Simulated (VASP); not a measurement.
# AlCo2 (P6/mmm) in VASP: notebook, part 2 of 2

VASP 6.6.1. The steps go on from the part before.

### 4 Single point, PBE, collinear spin, ferromagnetic start

This run uses another cell than the first one, of 12.13 Å³/atom, 1.016 times its volume.

The input, INCAR:

```
ALGO     = Normal         # electronic algorithm
EDIFF    = 1E-7           # SCF threshold, eV
ENCUT    = 520            # plane-wave cutoff, eV
GGA      = PE             # functional
ISIF     = 2              # what is computed and relaxed
ISMEAR   = 0              # smearing method
ISPIN    = 2              # spin polarisation
LASPH    = True           # aspherical terms in the spheres
LCHARG   = False          # write CHGCAR
LMAXMIX  = 4              # l up to which the mixer works
LORBIT   = 11             # projections on sites
LREAL    = False          # projectors in reciprocal space
LWAVE    = False          # write WAVECAR
MAGMOM   = 0 3 3          # initial moments
NBANDS   = 22             # bands
NELM     = 150            # most SCF steps
PREC     = Accurate       # precision mode
SIGMA    = 0.1            # smearing width, eV
```

The input, KPOINTS:

```
k-points
0
Gamma
  6 6 6
```

The input, POSCAR:

```
AlCo2
1.0
    3.6731128500      0.0000000000      0.0000000000
   -1.8365564200      3.1810090400      0.0000000000
    0.0000000000      0.0000000000      3.1135231600
Al Co
1 2
Direct
    0.0000000000      0.0000000000      0.0000000000
    0.3333333300      0.6666666700      0.5000000000
    0.6666666700      0.3333333300      0.5000000000
```

Potentials or basis: VASP PAW PBE potentials, release 64 (Al, Co).

Run with:

```console
$ cat potpaw_PBE.64/Al/POTCAR potpaw_PBE.64/Co/POTCAR > POTCAR
$ mpirun -np 1 vasp_std > vasp.out
```

OUTCAR:

```text
EDIFF = 1E-7
   ENCUT = 520
   GGA = PE
   ISIF = 2
   ISMEAR = 0
   ISPIN = 2
   LASPH = True
   LORBIT = 11
   LREAL = False
   NELM = 150
   PREC = Accurate

 ion  position               nearest neighbor table
   1  0.000  0.000  0.000-   2 2.63   3 2.63   2 2.63   3 2.63   2 2.63   2 2.63   3 2.63   3 2.63
                             3 2.63   3 2.63   2 2.63   2 2.63
   2  0.333  0.667  0.500-   3 2.12   3 2.12   3 2.12   1 2.63   1 2.63   1 2.63   1 2.63   1 2.63
                             1 2.63
   3  0.667  0.333  0.500-   2 2.12   2 2.12   2 2.12   1 2.63   1 2.63   1 2.63   1 2.63   1 2.63
                             1 2.63

  LATTYP: Found a hexagonal cell.
 ALAT       =     3.6731128500
 C/A-ratio  =     0.8476524646

  Lattice vectors:

 A1 = (   3.6731128500,   0.0000000000,   0.0000000000)
 A2 = (  -1.8365564200,   3.1810090400,   0.0000000000)
 A3 = (   0.0000000000,   0.0000000000,   3.1135231600)

Analysis of symmetry for initial positions (statically):
=====================================================================
 Subroutine PRICEL returns:
 Original cell was already a primitive cell.

 Routine SETGRP: Setting up the symmetry group for a
 hexagonal supercell.

 Subroutine GETGRP returns: Found 24 space group operations
 (whereof 24 operations were pure point group operations)
 out of a pool of 24 trial point group operations.

The static configuration has the point symmetry D_6h.

Analysis of symmetry for dynamics (positions and initial velocities):
=====================================================================
 Subroutine PRICEL returns:
 Original cell was already a primitive cell.

 Routine SETGRP: Setting up the symmetry group for a
 hexagonal supercell.

 Subroutine GETGRP returns: Found 24 space group operations
 (whereof 24 operations were pure point group operations)
 out of a pool of 24 trial point group operations.

The dynamic configuration has the point symmetry D_6h.

[... 158 lines left out ...]
  ---------------------------------------------------
  free energy    TOTEN  =       -17.49784444 eV

  energy without entropy =      -17.48074438  energy(sigma->0) =      -17.48929441

 E-fermi :   9.7710     XC(G=0): -12.2047

 val. band max:        9.7665383166   @ k =   0.1667   0.1667   0.5000
 cond. band min:       9.7748141694   @ k =   0.0000   0.0000   0.0000
 fundamental gap:      0.0082758528
 Fermi energy:         9.7710144979

 spin component 1

 k-point     1 :       0.0000    0.0000    0.0000
  band No.  band energies     occupation
      1      -0.3327      1.00000
      2       6.0003      1.00000
      3       6.5264      1.00000
      4       6.5264      1.00000
      5       7.1953      1.00000
      6       7.1953      1.00000
[... 589 lines left out ...]
     21      26.6868      0.00000
     22      27.1941      0.00000

 [... further k-points ...]

 spin component 2

 k-point     1 :       0.0000    0.0000    0.0000
  band No.  band energies     occupation
      1      -0.3713      1.00000
      2       6.5253      1.00000
      3       6.9502      1.00000
      4       6.9502      1.00000
      5       7.7514      1.00000
      6       7.7514      1.00000
[... 589 lines left out ...]
     21      26.8076      0.00000
     22      27.2660      0.00000

 [... further k-points ...]

------------------------ aborting loop because EDIFF is reached ----------------------------------------

  FORCE on cell =-STRESS in cart. coord.  units (eV):
  Direction    XX          YY          ZZ          XY          YZ          ZX
  --------------------------------------------------------------------------------------
  -------------------------------------------------------------------------------------
  Total        4.3538171      4.3538171     -2.1236986      0.0000000     -0.0000000      0.0000000
  in kB      191.7474025    191.7474026    -93.5302680      0.0000003     -0.0000000      0.0000000
  external PRESSURE =      96.6548457 kB  Pullay stress =       0.0000000 kB

 VOLUME and BASIS-vectors are now :
 -----------------------------------------------------------------------------
  energy-cutoff  :      520.00
  volume of cell :       36.38
      direct lattice vectors                 reciprocal lattice vectors
     3.673112850  0.000000000  0.000000000     0.272248646  0.157182829  0.000000000
    -1.836556420  3.181009040  0.000000000     0.000000000  0.314365658  0.000000000
     0.000000000  0.000000000  3.113523160     0.000000000  0.000000000  0.321179560

 POSITION                                       TOTAL-FORCE (eV/Angst)
 -----------------------------------------------------------------------------------
      0.00000      0.00000      0.00000         0.000000      0.000000     -0.000000
     -0.00000      2.12067      1.55676         0.000000      0.000000     -0.000000
      1.83656      1.06034      1.55676        -0.000000     -0.000000      0.000000
 -----------------------------------------------------------------------------------
    total drift:                                0.000000      0.000000      0.000000

  FREE ENERGIE OF THE ION-ELECTRON SYSTEM (eV)
  ---------------------------------------------------
  free  energy   TOTEN  =       -17.4978444375 eV

  energy  without entropy=      -17.4807443769  energy(sigma->0) =      -17.48929441

 total charge

# of ion       s       p       d       tot
------------------------------------------
    1        0.382   0.371   0.000   0.752
    2        0.548   0.538   7.457   8.543
    3        0.548   0.538   7.457   8.543
--------------------------------------------------
tot          1.478   1.447  14.914  17.839

 magnetization (x)

# of ion       s       p       d       tot
------------------------------------------
    1       -0.009  -0.020   0.000  -0.028
    2        0.001  -0.016   0.783   0.769
    3        0.001  -0.016   0.783   0.769
--------------------------------------------------
tot         -0.007  -0.051   1.567   1.509
```

stdout:

```text
POSCAR found type information on POSCAR AlCo
 POSCAR found :  2 types and       3 ions
 scaLAPACK will be used
 LDA part: xc-table for (Slater+PW92), standard interpolation
 POSCAR, INCAR and KPOINTS ok, starting setup
 FFT: planning ... GRIDC
 FFT: planning ... GRID_SOFT
 FFT: planning ... GRID
 WAVECAR not read
 entering main loop
```

Wall time 21 s (1 thread of AMD EPYC 9R45 (Zen 5), shared host); peak memory 0.15 GiB.

What came out:

* Free energy: -17.4978 eV
* Pressure: 9.7 GPa
* Net moment: 1.46 μB per cell
* Site moments: Al -0.03; Co +0.77 μB
* Valence electrons inside the program's atomic spheres: Al 0.75; Co 8.54

Levels at points of the mesh, in eV from the Fermi level:
Spin up:
```tsv
k point	band 9	band 10	band 11	band 12	band 13	band 14
(0.00, 0.00, 0.00)	-1.33	-0.99	-0.99	4.04	5.31	5.31
(0.50, 0.00, 0.00)	-1.43	-0.60	-0.50	0.10	0.29	5.57
(0.00, 0.00, 0.50)	-1.53	-1.53	-1.14	-0.28	7.15	7.15
(0.50, 0.00, 0.50)	-0.43	-0.43	-0.25	0.34	1.05	1.43
```
Spin down:
```tsv
k point	band 6	band 7	band 8	band 9	band 10	band 11	band 12	band 13	band 14	band 15
(0.00, 0.00, 0.00)	-2.02	-1.68	-1.68	-0.64	0.00	0.00	4.04	5.37	5.37	5.79
(0.50, 0.00, 0.00)	-2.11	-1.99	-1.52	-0.49	0.04	0.17	0.44	0.98	5.84	8.67
(0.00, 0.00, 0.50)	-2.30	-1.83	-1.83	-0.68	-0.68	-0.47	0.51	7.23	7.23	9.77
(0.50, 0.00, 0.50)	-2.90	-2.37	0.21	0.26	0.26	0.44	1.08	1.55	2.04	3.95
```

### 5 Overview

```tsv
cell	k mesh	gap on the mesh (eV)	pressure (GPa)	moment (μB)
a = 4.010, b = 4.010, c = 2.571 Å, angles 90.0, 90.0, 120.0°, 3 atoms	12 × 12 × 18	none	-0.4	2.35
a = 4.013, b = 4.013, c = 2.565 Å, angles 90.0, 90.0, 120.0°, 3 atoms	6 × 6 × 6	none	-0.2	2.39
a = 3.673, b = 3.673, c = 3.114 Å, angles 90.0, 90.0, 120.0°, 3 atoms	6 × 6 × 6	none	9.7	1.46
```

Alike in all rows: task single point; level PBE; potentials or basis VASP PAW PBE potentials, release 64 (Al, Co); spin collinear, ferromagnetic start; cutoff (eV) 520; smearing gaussian 0.1 eV.

Caveats: some runs use coarse meshes.

Total energies depend on the potentials used, so only differences within one code and one set of settings carry meaning.
